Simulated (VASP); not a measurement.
# ZnS (P6_3mc) in VASP: further runs

The runs below take ZnS through single point, with r2SCAN.

Everything below comes from runs of VASP 6.6.1. Logs are shortened: lines on timing, memory, paths and dates and some standing lists are left out, and cuts for length are marked.

## (1) The cell of the first run

The structure is hexagonal, space group P6_3mc (No. 186). The conventional cell has a = 3.692 Å, b = 3.692 Å, c = 6.359 Å, α = 90.00°, β = 90.00°, γ = 120.00°. Within 3.0 Å of Zn (site symmetry 3m) lie 4 S at 2.30 to 2.32 Å. S (site symmetry 3m) has 4 Zn at 2.30 to 2.32 Å within 3.0 Å.

## (2) Single point, r2SCAN

Input file POSCAR:

```
ZnS
1.0
    3.6923230418      0.0000000000      0.0000000000
   -1.8461615209      3.1976455532      0.0000000000
    0.0000000000      0.0000000000      6.3589431756
Zn S
2 2
Direct
    0.3333333333      0.6666666667      0.0050929333
    0.6666666667      0.3333333333      0.5050929333
    0.3333333333      0.6666666667      0.3699070667
    0.6666666667      0.3333333333      0.8699070667
```

Input file INCAR.step1:

```
SYSTEM = ZnS
PREC = Accurate
ENCUT = 520
ISMEAR = 0
SIGMA = 0.02
LREAL = .FALSE.
LASPH = .TRUE.
NELM = 60
NBANDS = 26
GGA = PE
ALGO = Normal
EDIFF = 1E-4
LWAVE = .TRUE.
LCHARG = .FALSE.
```

Input file INCAR.step2:

```
SYSTEM = ZnS
PREC = Accurate
ENCUT = 520
EDIFF = 1E-7
ISMEAR = 0
SIGMA = 0.02
LREAL = .FALSE.
LASPH = .TRUE.
NELM = 60
ALGO = Normal
ISIF = 2
LWAVE = .FALSE.
LCHARG = .TRUE.
METAGGA = R2SCAN
LMIXTAU = .TRUE.
LELF = .TRUE.
LVHAR = .TRUE.
NBANDS = 26
ISTART = 1
```

Input file KPOINTS:

```
regular mesh
0
G
  6 6 4
  0 0 0
```

Potentials or basis: VASP PAW PBE potentials, release 64 (Zn, S).

Run with:

```console
$ cat potpaw_PBE.64/Zn/POTCAR potpaw_PBE.64/S/POTCAR > POTCAR
$ cp INCAR.step1 INCAR
$ mpirun -np 1 vasp_std > vasp.out
$ cp INCAR.step2 INCAR
$ mpirun -np 1 vasp_std > vasp.out
```

OUTCAR:

```text
SYSTEM = ZnS
   PREC = Accurate
   ENCUT = 520
   EDIFF = 1E-7
   ISMEAR = 0
   LREAL = .FALSE.
   LASPH = .TRUE.
   NELM = 60
   ISIF = 2
   METAGGA = R2SCAN
   ISTART = 1

 ion  position               nearest neighbor table
   1  0.333  0.667  0.005-   4 2.30   4 2.30   4 2.30   3 2.32
   2  0.667  0.333  0.505-   3 2.30   3 2.30   3 2.30   4 2.32
   3  0.333  0.667  0.370-   2 2.30   2 2.30   2 2.30   1 2.32
   4  0.667  0.333  0.870-   1 2.30   1 2.30   1 2.30   2 2.32

  LATTYP: Found a hexagonal cell.
 ALAT       =     3.6923230418
 C/A-ratio  =     1.7222066172

  Lattice vectors:

 A1 = (   3.6923230418,   0.0000000000,   0.0000000000)
 A2 = (  -1.8461615209,   3.1976455532,   0.0000000000)
 A3 = (   0.0000000000,   0.0000000000,   6.3589431756)

Analysis of symmetry for initial positions (statically):
=====================================================================
 Subroutine PRICEL returns:
 Original cell was already a primitive cell.

 Routine SETGRP: Setting up the symmetry group for a
 hexagonal supercell.

 Subroutine GETGRP returns: Found 12 space group operations
 (whereof  6 operations were pure point group operations)
 out of a pool of 24 trial point group operations.

The static configuration has the point symmetry C_3v.
 The point group associated with its full space group is C_6v.

Analysis of symmetry for dynamics (positions and initial velocities):
=====================================================================
 Subroutine PRICEL returns:
 Original cell was already a primitive cell.

 Routine SETGRP: Setting up the symmetry group for a
 hexagonal supercell.

 Subroutine GETGRP returns: Found 12 space group operations
 (whereof  6 operations were pure point group operations)
 out of a pool of 24 trial point group operations.

The dynamic configuration has the point symmetry C_3v.
 The point group associated with its full space group is C_6v.

 Subroutine INISYM returns: Found 12 space group operations
 (whereof  6 operations are pure point group operations),
 and found     1 'primitive' translations

----------------------------------------------------------------------------------------

                                     Primitive cell

  volume of cell :      75.0784

  direct lattice vectors                    reciprocal lattice vectors
     3.692323042  0.000000000  0.000000000     0.270832207  0.156365048  0.000000000
    -1.846161521  3.197645553  0.000000000     0.000000000  0.312730096  0.000000000
     0.000000000  0.000000000  6.358943176     0.000000000  0.000000000  0.157258836
[... 86 lines left out ...]
   EDIFFG = 0.1E-05   stopping-criterion for IOM
   NSW    =      0    number of steps for IOM
   IBRION =     -1    ionic relax: 0-MD 1-quasi-New 2-CG
   NFREE  =      0    steps in history (QN), initial steepest desc. (CG)
   ISIF   =      2    stress and relaxation
   ISYM   =      2    0-nonsym 1-usesym 2-fastsym
   POTIM  = 0.5000    time-step for ionic-motion
   TEBEG  =    0.0;   TEEND  =   0.0 temperature during run
   PSTRESS=    0.0 pullay stress
   NELECT =      36.0000    total number of electrons
   NUPDOWN=      -1.0000    fix difference up-down
   EMIN   =  10.00;   EMAX   =-10.00  energy-range for DOS
   EFERMI =   0.00;   METHOD = LEGACY
   ISMEAR =     0;   SIGMA  =   0.02  broadening in eV -4-tet -1-fermi 0-gaus
   EFERMI_NEDOS =   21; number of points for ismear=-14 and -15
   IALGO  =     38    algorithm
   IMIX   =      4    mixing-type and parameters
     AMIX     =   0.40;   BMIX     =  1.00
     AMIX_MAG =   1.60;   BMIX_MAG =  1.00
  volume/ion in A,a.u.               =      18.77       126.66
  Fermi-wavevector in a.u.,A,eV,Ry     =   1.281359  2.421417 22.339131  1.641880
  Thomas-Fermi vector in A             =   2.413733
   LORBIT       =      0    0 simple, 1 ext, 2 COOP (PROOUT), +10 PAW based schemes
   METAGGA = R2SCAN    functional components
   LHFCALC =     F    Hartree Fock is set to
   AEXX    =    0.0000 exact exchange contribution
   IVDW    =     0    specifies the selected vdW correction
   LEPSILON=     F    determine dielectric tensor
   LRPA    =     F    only Hartree local field effects (RPA)
 non-spin polarized calculation
 Gauss-broadening in eV      SIGMA  =   0.02
  energy-cutoff  :      520.00
  volume of cell :       75.08
 maximum number of plane-waves:      2052
 NGX is ok and might be reduce to    28
   NGX = 13   NGY = 13   NGZ = 23

 number of electron      35.9999992 magnetization

 Free energy of the ion-electron system (eV)
  ---------------------------------------------------
  ext. energy  EPLUGINS =         0.00000000
  ---------------------------------------------------
  free energy    TOTEN  =       -37.64556820 eV

  energy without entropy =      -37.64556820  energy(sigma->0) =      -37.64556820

 E-fermi :   2.5223     XC(G=0): -10.5369

 val. band max:        2.4360300949   @ k =   0.0000   0.0000   0.0000
 cond. band min:       5.1934021091   @ k =   0.0000   0.0000   0.0000
 fundamental gap:      2.7573720142
 Fermi energy:         2.5223148782

 k-point     1 :       0.0000    0.0000    0.0000
  band No.  band energies     occupation
      1     -11.7293      2.00000
      2     -10.7810      2.00000
      3      -4.4208      2.00000
      4      -4.3551      2.00000
      5      -4.3550      2.00000
      6      -4.2535      2.00000
[... 598 lines left out ...]
     25      12.7479      0.00000
     26      12.7479      0.00000

------------------------ aborting loop because EDIFF is reached ----------------------------------------

  FORCE on cell =-STRESS in cart. coord.  units (eV):
  Direction    XX          YY          ZZ          XY          YZ          ZX
  --------------------------------------------------------------------------------------
  -------------------------------------------------------------------------------------
  Total        2.4623371      2.4623371      0.0017777      0.0000000      0.0000000      0.0000000
  in kB       52.5464200     52.5464200      0.0379372      0.0000000      0.0000000      0.0000000
  external PRESSURE =      35.0435924 kB  Pullay stress =       0.0000000 kB

 VOLUME and BASIS-vectors are now :
 -----------------------------------------------------------------------------
  energy-cutoff  :      520.00
  volume of cell :       75.08
      direct lattice vectors                 reciprocal lattice vectors
     3.692323042  0.000000000  0.000000000     0.270832207  0.156365048  0.000000000
    -1.846161521  3.197645553  0.000000000     0.000000000  0.312730096  0.000000000
     0.000000000  0.000000000  6.358943176     0.000000000  0.000000000  0.157258836

 POSITION                                       TOTAL-FORCE (eV/Angst)
 -----------------------------------------------------------------------------------
     -0.00000      2.13176      0.03239         0.000000     -0.000000      0.007544
      1.84616      1.06588      3.21186         0.000000      0.000000      0.007544
     -0.00000      2.13176      2.35222         0.000000      0.000000     -0.007544
      1.84616      1.06588      5.53169        -0.000000     -0.000000     -0.007544
 -----------------------------------------------------------------------------------
    total drift:                               -0.000000     -0.000000      0.034161

  FREE ENERGIE OF THE ION-ELECTRON SYSTEM (eV)
  ---------------------------------------------------
  free  energy   TOTEN  =       -37.6455682043 eV

  energy  without entropy=      -37.6455682043  energy(sigma->0) =      -37.64556820
```

OUTCAR.step1:

```text
SYSTEM = ZnS
   PREC = Accurate
   ENCUT = 520
   ISMEAR = 0
   LREAL = .FALSE.
   LASPH = .TRUE.
   NELM = 60
[... 834 lines left out ...]
      1.84616      1.06588      3.21186        -0.000000      0.000000      0.016100
     -0.00000      2.13176      2.35222         0.000000     -0.000000     -0.016100
      1.84616      1.06588      5.53169         0.000000     -0.000000     -0.016100
 -----------------------------------------------------------------------------------
    total drift:                               -0.000001     -0.000001      0.000907

  FREE ENERGIE OF THE ION-ELECTRON SYSTEM (eV)
  ---------------------------------------------------
  free  energy   TOTEN  =       -13.5511838223 eV

  energy  without entropy=      -13.5511838223  energy(sigma->0) =      -13.55118382
```

Wall time 5.2 min (1 thread of Intel Xeon 8259CL, shared host); peak memory 0.21 GiB.

Results:

* Free energy: -37.6456 eV
* Pressure: 3.5 GPa
* Largest force: 0.008 eV/Å
* Band gap on the k mesh: 2.76 eV

Forces on the atoms (eV/Å):
```
Zn   0.000  0.000  0.008
Zn   0.000  0.000  0.008
S    0.000  0.000 -0.008
S    0.000  0.000 -0.008
```

Stress tensor (GPa, compression positive):
```
5.25 0.00 0.00
0.00 5.25 0.00
0.00 0.00 0.00
```

Caveat: the cell stands under pressure; the PAW data sets were made with another functional, which shifts forces and pressure a little.

(Continued in part 2 of 2.)
